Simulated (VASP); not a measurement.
# HfC (HfC (100), 2 layers) in VASP: further runs

Runs on HfC (HfC (100), 2 layers). Level: PBEsol. Tasks: single point.

Program: VASP 6.6.1. These are calculated values, not measurements. Logs are shortened: lines on timing, memory, paths and dates and some standing lists are left out, and cuts for length are marked.

## Step 1: The cell of the first run

The cell holds a slab with vacuum, 4 atoms: a = 3.258 Å, b = 3.258 Å, c = 13.226 Å, α = 90.00°, β = 90.00°, γ = 90.00°.

## Step 2: Single point, PBEsol

Input file INCAR:

```
SYSTEM = HfC
ALGO = Normal ; DIPOL = 0.5 0.5 0.500
EDIFF = 1E-6 ; ENCUT = 520
GGA = PS ; IDIPOL = 3
ISIF = 2 ; ISMEAR = -1
LASPH = .True. ; LCHARG = .False.
LDIPOL = .True. ; LREAL = .False.
LWAVE = .False. ; NBANDS = 22
NELM = 100 ; PREC = Accurate
SIGMA = 0.08
```

Input file KPOINTS:

```
k-points
0
Gamma
  11 11 1
  0 0 0
```

Input file POSCAR:

```
HfC
1.0
    3.2578741457      0.0000000000      0.0000000000
    0.0000000000      3.2578741457      0.0000000000
    0.0000000000      0.0000000000     13.2257000000
Hf C
2 2
Direct
    0.0000000000      0.0000000000      0.4177985209
    0.5000000000      0.5000000000      0.5822014752
    0.5000000000      0.5000000000      0.4158582805
    0.0000000000      0.0000000000      0.5841417195
```

Potentials or basis: VASP PAW PBE potentials, release 64 (Hf_pv, C).

Command:

```sh
$ cat potpaw_PBE.64/Hf_pv/POTCAR potpaw_PBE.64/C/POTCAR > POTCAR
$ mpirun -np 1 vasp_std > vasp.out
```

OUTCAR:

```text
SYSTEM = HfC
   EDIFF = 1E-6
   ENCUT = 520
   GGA = PS
   ISIF = 2
   ISMEAR = -1
   LASPH = .True.
   LREAL = .False.
   NELM = 100
   PREC = Accurate

 ion  position               nearest neighbor table
   1  0.000  0.000  0.418-   4 2.20   3 2.30   3 2.30   3 2.30   3 2.30   2 3.17   2 3.17   2 3.17
                             2 3.17
   2  0.500  0.500  0.582-   3 2.20   4 2.30   4 2.30   4 2.30   4 2.30   1 3.17   1 3.17   1 3.17
                             1 3.17
   3  0.500  0.500  0.416-   2 2.20   1 2.30   1 2.30   1 2.30   1 2.30
   4  0.000  0.000  0.584-   1 2.20   2 2.30   2 2.30   2 2.30   2 2.30

  LATTYP: Found a simple tetragonal cell.
 ALAT       =     3.2578741457
 C/A-ratio  =     4.0596104725

  Lattice vectors:

 A1 = (   3.2578741457,   0.0000000000,   0.0000000000)
 A2 = (   0.0000000000,   3.2578741457,   0.0000000000)
 A3 = (   0.0000000000,   0.0000000000,  13.2257000000)

Analysis of symmetry for initial positions (statically):
=====================================================================
 Subroutine PRICEL returns:
 Original cell was already a primitive cell.

 Routine SETGRP: Setting up the symmetry group for a
 simple tetragonal supercell.

 Subroutine GETGRP returns: Found 16 space group operations
 (whereof  8 operations were pure point group operations)
 out of a pool of 16 trial point group operations.

The static configuration has the point symmetry C_4v.
 The point group associated with its full space group is D_4h.

Analysis of symmetry for dynamics (positions and initial velocities):
=====================================================================
 Subroutine PRICEL returns:
 Original cell was already a primitive cell.

 Routine SETGRP: Setting up the symmetry group for a
 simple tetragonal supercell.

 Subroutine GETGRP returns: Found 16 space group operations
 (whereof  8 operations were pure point group operations)
 out of a pool of 16 trial point group operations.

The dynamic configuration has the point symmetry C_4v.
 The point group associated with its full space group is D_4h.

 Subroutine INISYM returns: Found 16 space group operations
 (whereof  8 operations are pure point group operations),
 and found     1 'primitive' translations

----------------------------------------------------------------------------------------

                                     Primitive cell

  volume of cell :     140.3742

  direct lattice vectors                    reciprocal lattice vectors
     3.257874146  0.000000000  0.000000000     0.306948628  0.000000000  0.000000000
     0.000000000  3.257874146  0.000000000     0.000000000  0.306948628  0.000000000
     0.000000000  0.000000000 13.225700000     0.000000000  0.000000000  0.075610365

  length of vectors
     3.257874146  3.257874146 13.225700000     0.306948628  0.306948628  0.075610365

  position of ions in fractional coordinates (direct lattice)
     0.000000000  0.000000000  0.417798521
     0.500000000  0.500000000  0.582201475
     0.500000000  0.500000000  0.415858280
     0.000000000  0.000000000  0.584141720

  ion indices of the primitive-cell ions
   primitive index   ion index
                 1           1
                 2           2
                 3           3
                 4           4

----------------------------------------------------------------------------------------

 KPOINTS: k-points

Automatic generation of k-mesh.
 Grid dimensions read from file:
 generate k-points for:   11   11    1

 Generating k-lattice:

  Cartesian coordinates                     Fractional coordinates (reciprocal lattice)
     0.027904421  0.000000000  0.000000000     0.090909091  0.000000000  0.000000000
     0.000000000  0.027904421  0.000000000     0.000000000  0.090909091  0.000000000
     0.000000000  0.000000000  0.075610365     0.000000000  0.000000000  1.000000000

  Length of vectors
     0.027904421  0.027904421  0.075610365

  Shift w.r.t. Gamma in fractional coordinates (k-lattice)
     0.000000000  0.000000000  0.000000000

 Subroutine IBZKPT returns following result:
 ===========================================

 Found     21 irreducible k-points:

 Following reciprocal coordinates:
            Coordinates               Weight
  0.000000  0.000000  0.000000      1.000000
  0.090909  0.000000  0.000000      4.000000
  0.181818  0.000000  0.000000      4.000000
  0.272727  0.000000  0.000000      4.000000
  0.363636  0.000000  0.000000      4.000000
  0.454545  0.000000  0.000000      4.000000
[... 13 lines left out ...]
  0.454545  0.363636  0.000000      8.000000
  0.454545  0.454545  0.000000      4.000000
   k-points           NKPTS =     21   k-points in BZ     NKDIM =     21   number of bands    NBANDS=     22
   number of dos      NEDOS =    301   number of ions     NIONS =      4
   total plane-waves  NPLWV =  56448
   dimension x,y,z NGX =    24 NGY =   24 NGZ =   98
   dimension x,y,z NGXF=    48 NGYF=   48 NGZF=  196
   ions per type =               2   2
   NGX,Y,Z   is equivalent  to a cutoff of  12.25, 12.25, 12.32 a.u.
   NGXF,Y,Z  is equivalent  to a cutoff of  24.49, 24.49, 24.64 a.u.
 SYSTEM =  HfC
   PREC   = accura    normal or accurate (medium, high low for compatibility)
   ISTART =      0    job   : 0-new  1-cont  2-samecut
   ICHARG =      2    charge: 1-file 2-atom 10-const
   ISPIN  =      1    spin polarized calculation?
   LNONCOLLINEAR =      F non collinear calculations
   LSORBIT =      F    spin-orbit coupling
   LASPH  =      T    aspherical Exc in radial PAW
   ENCUT  =  520.0 eV  38.22 Ry    6.18 a.u.   6.06  6.06 24.59*2*pi/ulx,y,z
   NELM   =    100;   NELMIN=  2; NELMDL= -5     # of ELM steps
   EDIFF  = 0.1E-05   stopping-criterion for ELM
   LREAL  =      F    real-space projection
   EDIFFG = 0.1E-04   stopping-criterion for IOM
   NSW    =      0    number of steps for IOM
   IBRION =     -1    ionic relax: 0-MD 1-quasi-New 2-CG
   NFREE  =      0    steps in history (QN), initial steepest desc. (CG)
   ISIF   =      2    stress and relaxation
   ISYM   =      2    0-nonsym 1-usesym 2-fastsym
   POTIM  = 0.5000    time-step for ionic-motion
   TEBEG  =    0.0;   TEEND  =   0.0 temperature during run
   PSTRESS=    0.0 pullay stress
   NELECT =      28.0000    total number of electrons
   NUPDOWN=      -1.0000    fix difference up-down
   EMIN   =  10.00;   EMAX   =-10.00  energy-range for DOS
   EFERMI =   0.00;   METHOD = LEGACY
   ISMEAR =    -1;   SIGMA  =   0.08  broadening in eV -4-tet -1-fermi 0-gaus
   EFERMI_NEDOS =   21; number of points for ismear=-14 and -15
   IALGO  =     38    algorithm
   IMIX   =      4    mixing-type and parameters
     AMIX     =   0.40;   BMIX     =  1.00
     AMIX_MAG =   1.60;   BMIX_MAG =  1.00
  volume/ion in A,a.u.               =      35.09       236.82
  Fermi-wavevector in a.u.,A,eV,Ry     =   0.956530  1.807579 12.448635  0.914949
  Thomas-Fermi vector in A             =   2.085466
   LORBIT       =      0    0 simple, 1 ext, 2 COOP (PROOUT), +10 PAW based schemes
   GGA     = PS    functional components
   LHFCALC =     F    Hartree Fock is set to
   AEXX    =    0.0000 exact exchange contribution
   IVDW    =     0    specifies the selected vdW correction
   LEPSILON=     F    determine dielectric tensor
   LRPA    =     F    only Hartree local field effects (RPA)
 non-spin polarized calculation
  energy-cutoff  :      520.00
  volume of cell :      140.37
 maximum number of plane-waves:      3806
   NGX = 13   NGY = 13   NGZ = 49

 number of electron      28.0000010 magnetization

 dipolmoment           0.000000      0.000000      0.000000 electrons x Angstroem

 Free energy of the ion-electron system (eV)
  ---------------------------------------------------
  ext. energy  EPLUGINS =         0.00000000
  ---------------------------------------------------
  free energy    TOTEN  =       -41.61862333 eV

  energy without entropy =      -41.60566476  energy(sigma->0) =      -41.61214404

 E-fermi :   0.1772     XC(G=0):  -5.6227

 val. band max:        0.1303685472   @ k =   0.0909   0.0000   0.0000
 cond. band min:       0.2585598203   @ k =   0.0909   0.0000   0.0000
 fundamental gap:      0.1281912731
 Fermi energy:         0.1771568154

 k-point     1 :       0.0000    0.0000    0.0000
  band No.  band energies     occupation
      1     -30.4951      2.00000
      2     -30.1070      2.00000
      3     -29.8891      2.00000
      4     -29.8891      2.00000
      5     -29.7107      2.00000
      6     -29.7107      2.00000
[... 14 lines left out ...]
     21       3.4821      0.00000
     22       3.6723      0.00000

 k-point     2 :       0.0909    0.0000    0.0000
  band No.  band energies     occupation
      1     -30.4890      2.00000
      2     -30.1278      2.00000
      3     -29.9010      2.00000
      4     -29.8816      2.00000
      5     -29.7421      2.00000
      6     -29.7103      2.00000
[... 14 lines left out ...]
     21       3.6070      0.00000
     22       4.3739      0.00000

 k-point     3 :       0.1818    0.0000    0.0000
  band No.  band energies     occupation
      1     -30.4737      2.00000
      2     -30.1887      2.00000
      3     -29.9281      2.00000
      4     -29.8605      2.00000
      5     -29.8231      2.00000
      6     -29.7099      2.00000
[... 14 lines left out ...]
     21       3.9495      0.00000
     22       5.2314      0.00000
[... 401 lines left out ...]
 k-point    20 :       0.4545    0.3636    0.0000
  band No.  band energies     occupation
      1     -30.3197      2.00000
      2     -30.2850      2.00000
      3     -30.1850      2.00000
      4     -30.1496      2.00000
      5     -29.9561      2.00000
      6     -29.9525      2.00000
[... 14 lines left out ...]
     21       6.4178      0.00000
     22       6.5852      0.00000

 k-point    21 :       0.4545    0.4545    0.0000
  band No.  band energies     occupation
      1     -30.2843      2.00000
      2     -30.2518      2.00000
      3     -30.2339      2.00000
      4     -30.2003      2.00000
      5     -29.9799      2.00000
      6     -29.9778      2.00000
[... 14 lines left out ...]
     21       6.7043      0.00000
     22       6.7728      0.00000

------------------------ aborting loop because EDIFF is reached ----------------------------------------

 vacuum level on the upper side and lower side of the slab       (xc-potential included)        -0.341        -0.341

  FORCE on cell =-STRESS in cart. coord.  units (eV):
  Direction    XX          YY          ZZ          XY          YZ          ZX
  --------------------------------------------------------------------------------------
  -------------------------------------------------------------------------------------
  Total       -3.7936003     -3.7936003     -0.2351839      0.0000000      0.0000000      0.0000000
  in kB      -43.2987021    -43.2987021     -2.6842988      0.0000000      0.0000000      0.0000000
  external PRESSURE =     -29.7605677 kB  Pullay stress =       0.0000000 kB

 VOLUME and BASIS-vectors are now :
 -----------------------------------------------------------------------------
  energy-cutoff  :      520.00
  volume of cell :      140.37
      direct lattice vectors                 reciprocal lattice vectors
     3.257874146  0.000000000  0.000000000     0.306948628  0.000000000  0.000000000
     0.000000000  3.257874146  0.000000000     0.000000000  0.306948628  0.000000000
     0.000000000  0.000000000 13.225700000     0.000000000  0.000000000  0.075610365

 POSITION                                       TOTAL-FORCE (eV/Angst)
 -----------------------------------------------------------------------------------
      0.00000      0.00000      5.52568         0.000000     -0.000000      0.077413
      1.62894      1.62894      7.70002         0.000000      0.000000     -0.077413
      1.62894      1.62894      5.50002         0.000000      0.000000      0.025281
      0.00000      0.00000      7.72568         0.000000     -0.000000     -0.025281
 -----------------------------------------------------------------------------------
    total drift:                                0.000000     -0.000000      0.000050

  FREE ENERGIE OF THE ION-ELECTRON SYSTEM (eV)
  ---------------------------------------------------
  free  energy   TOTEN  =       -41.6186233336 eV

  energy  without entropy=      -41.6056647553  energy(sigma->0) =      -41.61214404

 vacuum level on the upper side and lower side of the slab         3.069         3.069
```

Run time: 57 s. Hardware: 1 thread of Intel Xeon 6975P-C, shared host; peak memory 0.25 GiB.

Results:

* Free energy: -41.6186 eV
* Largest force: 0.077 eV/Å
* Band gap on the k mesh: zero (band 14 reaches 0.53 eV, above the bottom of band 15 at 0.26 eV)

Forces on the atoms (eV/Å):
```
Hf   0.000  0.000  0.077
Hf   0.000  0.000 -0.077
C    0.000  0.000  0.025
C    0.000  0.000 -0.025
```

Caveat: the PAW data sets were made with another functional, which shifts forces and pressure a little; spin-orbit coupling is left out, which moves the levels of the heavy elements.

## Step 3: Single point, PBEsol

This run uses another cell than the first one, of 48.57 Å³/atom, 1.384 times its volume.

Input file INCAR:

```
PREC = Accurate
ENCUT = 520
EDIFF = 1E-6
ISMEAR = -1
SIGMA = 0.08
LREAL = False
LASPH = True
NELM = 60
ALGO = Normal
ISIF = 2
LWAVE = False
LCHARG = False
LDIPOL = True
IDIPOL = 3
DIPOL = 0.5 0.5 0.500
GGA = PS
NBANDS = 22
```

Input file KPOINTS:

```
regular mesh
0
Gamma
  11 11 1
```

Input file POSCAR:

```
HfC
1.0
    3.2578741457      0.0000000000      0.0000000000
    0.0000000000      3.2578741457      0.0000000000
    0.0000000000      0.0000000000     18.3037000000
Hf C
2 2
Direct
    0.0000000000      0.0000000000      0.4406036982
    0.5000000000      0.5000000000      0.5593963004
    0.5000000000      0.5000000000      0.4392017392
    0.0000000000      0.0000000000      0.5607982622
```

Potentials or basis: VASP PAW PBE potentials, release 64 (Hf_pv, C).

Command:

```sh
$ cat potpaw_PBE.64/Hf_pv/POTCAR potpaw_PBE.64/C/POTCAR > POTCAR
$ mpirun -np 1 vasp_std > vasp.out
```

Run time: 91 s. Hardware: 1 thread of Intel Xeon 6975P-C, shared host; peak memory 0.31 GiB.

Results (log left out):

```
Free energy            : -41.6189 eV
Largest force          : 0.077 eV/Å
Band gap on the k mesh : zero (band 14 reaches -0.41 eV, above the bottom of band 15 at -0.68 eV)
```

Forces on the atoms (eV/Å):
```
Hf   0.000  0.000  0.077
Hf   0.000  0.000 -0.077
C    0.000  0.000  0.026
C    0.000  0.000 -0.026
```

Levels at points of the mesh, in eV from the Fermi level:
```
           k point  band 10  band 11  band 12  band 13  band 14  band 15  band 16  band 17  band 18  band 19
(0.00, 0.00, 0.00)    -2.38    -1.61    -0.29    -0.29     0.35     0.53     0.53     0.71     2.71     2.84
```

Caveat: the PAW data sets were made with another functional, which shifts forces and pressure a little; spin-orbit coupling is left out, which moves the levels of the heavy elements.
